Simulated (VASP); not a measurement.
Input of a VASP 6.6.1 run:

POSCAR

```
C
1.0
    2.1273203072     -1.2282824400      0.0000000000
    2.1273203072      1.2282824400      0.0000000000
   -1.3790696309      0.0000000000      3.5028300786
C
2
Direct
    0.1666444700      0.1666444700      0.9999069600
    0.8333555300      0.8333555300      0.0000930400
```

File INCAR.step1:

```
SYSTEM = C
PREC = Accurate
ENCUT = 520
ISMEAR = 0
SIGMA = 0.01
LREAL = .FALSE.
LASPH = .TRUE.
NELM = 60
NBANDS = 11
GGA = PE
ALGO = Normal
EDIFF = 1E-4
LWAVE = .TRUE.
LCHARG = .FALSE.
```

The input INCAR.step2:

```
SYSTEM = C
PREC = Accurate
ENCUT = 520
EDIFF = 1E-6
ISMEAR = 0
SIGMA = 0.01
LREAL = .FALSE.
LASPH = .TRUE.
NELM = 60
ALGO = Normal
ISIF = 2
LWAVE = .FALSE.
LCHARG = .FALSE.
METAGGA = R2SCAN
LMIXTAU = .TRUE.
NBANDS = 11
ISTART = 1
```

File KPOINTS:

```
regular mesh
0
G
  12 12 8
  0 0 0
```

Potentials or basis: VASP PAW PBE potentials, release 64 (C).

The run is started by

```bash
$ cat potpaw_PBE.64/C/POTCAR > POTCAR
$ cp INCAR.step1 INCAR
$ mpirun -np 1 vasp_std > vasp.out
$ cp INCAR.step2 INCAR
$ mpirun -np 1 vasp_std > vasp.out
```

Q: Estimate the largest force.

A: 0.004 eV/Å.

Q: Predict the band gap on the k mesh.

A: 0.49 eV, indirect (least direct gap 0.52 eV).

Q: Predict the pressure.

A: 0.5 GPa.

Stress tensor (GPa, compression positive):
```
 0.83  0.00 -0.04
 0.00  0.75  0.00
-0.04  0.00 -0.13
```

Caveat: the PAW data sets were made with another functional, which shifts forces and pressure a little. r2SCAN opens gaps a little over a GGA but as a rule still falls short of measured ones.
